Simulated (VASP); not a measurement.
Write the native input for VASP 6.6.1 that does the following.

| Property | Result |
| --- | --- |
| Task | single point |
| Functional | PBE |
| Potentials or basis | VASP PAW PBE potentials, release 64 (Mn_pv, Hg) |
| Cutoff | 520 eV |
| k mesh | 7 × 7 × 7 |
| Occupations | fermi-dirac, width 0.05 eV |
| Spin | collinear spin, ferromagnetic start |
| Starting moments | [4.0, 0.0] μB |
| Dipole correction | no |
| Further INCAR settings | ALGO = Normal; EDIFF = 1e-07; NBANDS = 24 |

The structure of MnHg lies in POSCAR:

```
MnHg
1.0
    3.3198796710     -0.0000497277     -0.0001780398
   -0.0000497277      3.3189436591     -0.0001245872
   -0.0001780398     -0.0001245872      3.3229941349
Mn Hg
1 1
Direct
    0.4818090449      0.5153250387      0.4815256249
   -0.0182135449      0.0153091913     -0.0184624649
```

One way to write it, as run:

INCAR

```
ALGO = Normal
EDIFF = 1E-7
ENCUT = 520
GGA = PE
ISIF = 2
ISMEAR = -1
ISPIN = 2
LASPH = True
LCHARG = False
LMAXMIX = 4
LORBIT = 11
LREAL = False
LWAVE = False
MAGMOM = 4 0
NBANDS = 24
NELM = 150
PREC = Accurate
SIGMA = 0.05
```

KPOINTS

```
k-points
0
Gamma
  7 7 7
```

Potentials or basis: VASP PAW PBE potentials, release 64 (Mn_pv, Hg).

Command:

```sh
$ cat potpaw_PBE.64/Mn_pv/POTCAR potpaw_PBE.64/Hg/POTCAR > POTCAR
$ mpirun -np 1 vasp_std > vasp.out
```

It gave:

- Pressure: 0.4 GPa
- Net moment: 3.92 μB per cell
- Site moments: Mn +3.84; Hg -0.06 μB
- Valence electrons inside the program's atomic spheres: Mn 11.39; Hg 10.59

Run time: 4 min on 1 thread of AMD EPYC 7R43 64-Core Processor (Zen 3) (shared host), peak memory 0.31 GiB.
